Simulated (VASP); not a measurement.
# HPt4 in VASP: single point with LDA

Aim: the single point of HPt4 with LDA.

Program: VASP 6.6.1. These are calculated values, not measurements. Logs are shortened: lines on timing, memory, paths and dates and some standing lists are left out, and cuts for length are marked.

## Step 1: The cell of the first run

The cell holds a slab with vacuum, 5 atoms: a = 2.753 Å, b = 2.753 Å, c = 25.744 Å, α = 90.00°, β = 90.00°, γ = 120.00°.

## Step 2: Single point, LDA

INCAR reads:

```
SYSTEM = HPt4
ALGO = Normal ; DIPOL = 0.5 0.5 0.496
EDIFF = 1E-7 ; ENCUT = 520
GGA = CA ; IDIPOL = 3
ISIF = 2 ; ISMEAR = 0
LASPH = .TRUE. ; LCHARG = .FALSE.
LDIPOL = .TRUE. ; LREAL = .FALSE.
LWAVE = .FALSE. ; NBANDS = 28
NELM = 60 ; PREC = Accurate
SIGMA = 0.1
```

KPOINTS reads:

```
k-points
0
G
  12 12 1
  0 0 0
```

POSCAR reads:

```
HPt4
1.0
    2.7531922017      0.0000000000      0.0000000000
   -1.3765961009      2.3843343882      0.0000000000
    0.0000000000      0.0000000000     25.7439160580
Pt H
4 1
Direct
    0.6666666667      0.3333333333      0.3301750977
    0.3333333333      0.6666666667      0.4174956131
   -0.0022050062      0.0022050062      0.5049991967
    0.6621509206      0.3378490794      0.5950152295
    0.3276212776     -0.3276212776      0.6313131750
```

Potentials or basis: VASP PAW LDA potentials, release 64 (Pt, H).

Command:

```sh
$ cat potpaw_LDA.64/Pt/POTCAR potpaw_LDA.64/H/POTCAR > POTCAR
$ mpirun -np 1 vasp_std > vasp.out
```

OUTCAR:

```text
SYSTEM = HPt4
   EDIFF = 1E-7
   ENCUT = 520
   GGA = CA
   ISIF = 2
   ISMEAR = 0
   LASPH = .TRUE.
   LREAL = .FALSE.
   NELM = 60
   PREC = Accurate

 ion  position               nearest neighbor table
   1  0.667  0.333  0.330-   2 2.75   2 2.75   2 2.75
   2  0.333  0.667  0.417-   1 2.75   1 2.75   1 2.75   3 2.75   3 2.75   3 2.76
   3  0.998  0.002  0.505-   2 2.75   2 2.75   2 2.76   4 2.81   4 2.81   4 2.82
   4  0.662  0.338  0.595-   5 1.84   5 1.84   5 1.85   3 2.81   3 2.81   3 2.82
   5  0.328  0.672  0.631-   4 1.84   4 1.84   4 1.85

  LATTYP: Found a hexagonal cell.
 ALAT       =     2.7531922017
 C/A-ratio  =     9.3505698738

  Lattice vectors:

 A1 = (   2.7531922017,   0.0000000000,   0.0000000000)
 A2 = (  -1.3765961009,   2.3843343882,   0.0000000000)
 A3 = (   0.0000000000,   0.0000000000,  25.7439160580)

Analysis of symmetry for initial positions (statically):
=====================================================================
 Subroutine PRICEL returns:
 Original cell was already a primitive cell.

 Routine SETGRP: Setting up the symmetry group for a
 hexagonal supercell.

 Subroutine GETGRP returns: Found  2 space group operations
 (whereof  2 operations were pure point group operations)
 out of a pool of 24 trial point group operations.

The static configuration has the point symmetry C_1h.

Analysis of symmetry for dynamics (positions and initial velocities):
=====================================================================
 Subroutine PRICEL returns:
 Original cell was already a primitive cell.

 Routine SETGRP: Setting up the symmetry group for a
 hexagonal supercell.

 Subroutine GETGRP returns: Found  2 space group operations
 (whereof  2 operations were pure point group operations)
 out of a pool of 24 trial point group operations.

The dynamic configuration has the point symmetry C_1h.

 Subroutine INISYM returns: Found  2 space group operations
 (whereof  2 operations are pure point group operations),
 and found     1 'primitive' translations

----------------------------------------------------------------------------------------

                                     Primitive cell

  volume of cell :     168.9967

  direct lattice vectors                    reciprocal lattice vectors
     2.753192202  0.000000000  0.000000000     0.363214744  0.209702130  0.000000000
    -1.376596101  2.384334388  0.000000000     0.000000000  0.419404260  0.000000000
     0.000000000  0.000000000 25.743916058     0.000000000  0.000000000  0.038844129

  length of vectors
     2.753192202  2.753192202 25.743916058     0.419404260  0.419404260  0.038844129

  position of ions in fractional coordinates (direct lattice)
     0.666666667  0.333333333  0.330175098
     0.333333333  0.666666667  0.417495613
     0.997794994  0.002205006  0.504999197
     0.662150921  0.337849079  0.595015229
     0.327621278  0.672378722  0.631313175

  ion indices of the primitive-cell ions
   primitive index   ion index
                 1           1
                 2           2
                 3           3
                 4           4
                 5           5

----------------------------------------------------------------------------------------

 KPOINTS: k-points

Automatic generation of k-mesh.
 Grid dimensions read from file:
 generate k-points for:   12   12    1

 Generating k-lattice:

  Cartesian coordinates                     Fractional coordinates (reciprocal lattice)
     0.030267895  0.017475178  0.000000000     0.083333333 -0.000000000  0.000000000
     0.000000000  0.034950355  0.000000000     0.000000000  0.083333333  0.000000000
     0.000000000  0.000000000  0.038844129     0.000000000  0.000000000  1.000000000

  Length of vectors
     0.034950355  0.034950355  0.038844129

  Shift w.r.t. Gamma in fractional coordinates (k-lattice)
     0.000000000  0.000000000  0.000000000

 Subroutine IBZKPT returns following result:
 ===========================================

 Found     43 irreducible k-points:

 Following reciprocal coordinates:
            Coordinates               Weight
  0.000000  0.000000  0.000000      1.000000
  0.083333 -0.000000  0.000000      4.000000
 -0.083333  0.083333  0.000000      2.000000
  0.166667 -0.000000  0.000000      4.000000
 -0.166667  0.166667  0.000000      2.000000
  0.250000 -0.000000  0.000000      4.000000
[... 16 lines left out ...]
 -0.083333  0.416667  0.000000      4.000000
 -0.416667  0.333333  0.000000      4.000000
 [... further k-points ...]
   k-points           NKPTS =     43   k-points in BZ     NKDIM =     43   number of bands    NBANDS=     28
   number of dos      NEDOS =    301   number of ions     NIONS =      5
   total plane-waves  NPLWV =  76800
   dimension x,y,z NGX =    20 NGY =   20 NGZ =  192
   dimension x,y,z NGXF=    40 NGYF=   40 NGZF=  384
   ions per type =               4   1
   NGX,Y,Z   is equivalent  to a cutoff of  12.08, 12.08, 12.40 a.u.
   NGXF,Y,Z  is equivalent  to a cutoff of  24.15, 24.15, 24.80 a.u.
 SYSTEM =  HPt4
   PREC   = accura    normal or accurate (medium, high low for compatibility)
   ISTART =      0    job   : 0-new  1-cont  2-samecut
   ICHARG =      2    charge: 1-file 2-atom 10-const
   ISPIN  =      1    spin polarized calculation?
   LNONCOLLINEAR =      F non collinear calculations
   LSORBIT =      F    spin-orbit coupling
   LASPH  =      T    aspherical Exc in radial PAW
   ENCUT  =  520.0 eV  38.22 Ry    6.18 a.u.   5.12  5.12 47.87*2*pi/ulx,y,z
   NELM   =     60;   NELMIN=  2; NELMDL= -5     # of ELM steps
   EDIFF  = 0.1E-06   stopping-criterion for ELM
   LREAL  =      F    real-space projection
   EDIFFG = 0.1E-05   stopping-criterion for IOM
   NSW    =      0    number of steps for IOM
   IBRION =     -1    ionic relax: 0-MD 1-quasi-New 2-CG
   NFREE  =      0    steps in history (QN), initial steepest desc. (CG)
   ISIF   =      2    stress and relaxation
   ISYM   =      2    0-nonsym 1-usesym 2-fastsym
   POTIM  = 0.5000    time-step for ionic-motion
   TEBEG  =    0.0;   TEEND  =   0.0 temperature during run
   PSTRESS=    0.0 pullay stress
   NELECT =      41.0000    total number of electrons
   NUPDOWN=      -1.0000    fix difference up-down
   EMIN   =  10.00;   EMAX   =-10.00  energy-range for DOS
   EFERMI =   0.00;   METHOD = LEGACY
   ISMEAR =     0;   SIGMA  =   0.10  broadening in eV -4-tet -1-fermi 0-gaus
   EFERMI_NEDOS =   21; number of points for ismear=-14 and -15
   IALGO  =     38    algorithm
   IMIX   =      4    mixing-type and parameters
     AMIX     =   0.40;   BMIX     =  1.00
     AMIX_MAG =   1.60;   BMIX_MAG =  1.00
  volume/ion in A,a.u.               =      33.80       228.09
  Fermi-wavevector in a.u.,A,eV,Ry     =   1.021041  1.929488 14.184421  1.042526
  Thomas-Fermi vector in A             =   2.154644
   LORBIT       =      0    0 simple, 1 ext, 2 COOP (PROOUT), +10 PAW based schemes
   GGA     = CA    functional components
   LHFCALC =     F    Hartree Fock is set to
   AEXX    =    0.0000 exact exchange contribution
   IVDW    =     0    specifies the selected vdW correction
   LEPSILON=     F    determine dielectric tensor
   LRPA    =     F    only Hartree local field effects (RPA)
 non-spin polarized calculation
 Gauss-broadening in eV      SIGMA  =   0.10
  energy-cutoff  :      520.00
  volume of cell :      169.00
 maximum number of plane-waves:      4587
   NGX = 11   NGY = 11   NGZ = 95

 dipolmoment           0.000000      0.000000      0.001159 electrons x Angstroem

 number of electron      41.0000000 magnetization

 dipolmoment           0.000000      0.000000     -0.026288 electrons x Angstroem

 Free energy of the ion-electron system (eV)
  ---------------------------------------------------
  ext. energy  EPLUGINS =         0.00000000
  ---------------------------------------------------
  free energy    TOTEN  =       -32.52989093 eV

  energy without entropy =      -32.49464790  energy(sigma->0) =      -32.51226942

 E-fermi :   0.4507     XC(G=0):  -5.7032

 val. band max:        0.4466895653   @ k =   0.2500  -0.0000   0.0000
 cond. band min:       0.4514522441   @ k =  -0.2500   0.2500   0.0000
 fundamental gap:      0.0047626788
 Fermi energy:         0.4506900065

 k-point     1 :       0.0000    0.0000    0.0000
  band No.  band energies     occupation
      1      -9.9980      2.00000
      2      -9.0110      2.00000
      3      -7.5770      2.00000
      4      -6.8771      2.00000
      5      -3.7445      2.00000
      6      -3.6405      2.00000
[... 20 lines left out ...]
     27       6.1196      0.00000
     28       6.5004      0.00000

 k-point     2 :       0.0833   -0.0000    0.0000
  band No.  band energies     occupation
      1      -9.7526      2.00000
      2      -8.7740      2.00000
      3      -7.3393      2.00000
      4      -6.6369      2.00000
      5      -4.0577      2.00000
      6      -3.7889      2.00000
[... 20 lines left out ...]
     27       6.2857      0.00000
     28       6.6842      0.00000

 k-point     3 :      -0.0833    0.0833    0.0000
  band No.  band energies     occupation
      1      -9.7532      2.00000
      2      -8.7742      2.00000
      3      -7.3399      2.00000
      4      -6.6372      2.00000
      5      -4.0517      2.00000
      6      -3.7890      2.00000
[... 20 lines left out ...]
     27       6.2858      0.00000
     28       6.6841      0.00000

 k-point     4 :       0.1667   -0.0000    0.0000
  band No.  band energies     occupation
      1      -9.0714      2.00000
      2      -8.1326      2.00000
      3      -6.7315      2.00000
      4      -6.0203      2.00000
      5      -4.6228      2.00000
      6      -4.1197      2.00000
[... 578 lines left out ...]
     27       8.3798      0.00000
     28       8.7888      0.00000

 k-point    23 :      -0.0833    0.4167    0.0000
  band No.  band energies     occupation
      1      -7.4394      2.00000
      2      -6.3890      2.00000
      3      -6.1248      2.00000
      4      -5.6611      2.00000
      5      -5.4048      2.00000
      6      -5.0010      2.00000
[... 20 lines left out ...]
     27       8.3833      0.00000
     28       8.7903      0.00000

 k-point    24 :      -0.4167    0.3333    0.0000
  band No.  band energies     occupation
      1      -7.4502      2.00000
      2      -6.3930      2.00000
      3      -6.1207      2.00000
      4      -5.6595      2.00000
      5      -5.4070      2.00000
      6      -4.9965      2.00000
[... 20 lines left out ...]
     27       8.3893      0.00000
     28       8.7892      0.00000

 [... further k-points ...]

------------------------ aborting loop because EDIFF is reached ----------------------------------------

 vacuum level on the upper side and lower side of the slab       (xc-potential included)        -0.466         0.238

  FORCE on cell =-STRESS in cart. coord.  units (eV):
  Direction    XX          YY          ZZ          XY          YZ          ZX
  --------------------------------------------------------------------------------------
  -------------------------------------------------------------------------------------
  Total       -2.7239004     -2.7037394      0.3107761      0.0174599     -0.0225467      0.0390521
  in kB      -25.8239992    -25.6328626      2.9463200      0.1655292     -0.2137546      0.3702345
  external PRESSURE =     -16.1701806 kB  Pullay stress =       0.0000000 kB

 VOLUME and BASIS-vectors are now :
 -----------------------------------------------------------------------------
  energy-cutoff  :      520.00
  volume of cell :      169.00
      direct lattice vectors                 reciprocal lattice vectors
     2.753192202  0.000000000  0.000000000     0.363214744  0.209702130  0.000000000
    -1.376596101  2.384334388  0.000000000     0.000000000  0.419404260  0.000000000
     0.000000000  0.000000000 25.743916058     0.000000000  0.000000000  0.038844129

 POSITION                                       TOTAL-FORCE (eV/Angst)
 -----------------------------------------------------------------------------------
      1.37660      0.79478      8.50000         0.004596     -0.002653     -0.098768
     -0.00000      1.58956     10.74797        -0.012849      0.007419      0.067104
      2.74409      0.00526     13.00066        -0.000739      0.000427      0.008703
      1.35795      0.80555     15.31802        -0.001756      0.001014     -0.002731
     -0.02359      1.60318     16.25247         0.010749     -0.006206      0.025691
 -----------------------------------------------------------------------------------
    total drift:                                0.000195     -0.000113      0.000103

  FREE ENERGIE OF THE ION-ELECTRON SYSTEM (eV)
  ---------------------------------------------------
  free  energy   TOTEN  =       -32.5298909312 eV

  energy  without entropy=      -32.4946479008  energy(sigma->0) =      -32.51226942

 vacuum level on the upper side and lower side of the slab         5.701         6.418
```

Wall time 2.9 min (1 thread of Intel Xeon 6975P-C (Granite Rapids), shared host); peak memory 0.32 GiB.

What came out:

```
Free energy   : -32.5299 eV
Largest force : 0.099 eV/Å
```

Forces in eV/Å, atoms in the order of the input:
```
Pt   0.005 -0.003 -0.099
Pt  -0.013  0.007  0.067
Pt  -0.001  0.000  0.009
Pt  -0.002  0.001 -0.003
H    0.011 -0.006  0.026
```

Caveat: spin-orbit coupling is left out, which moves the levels of the heavy elements.
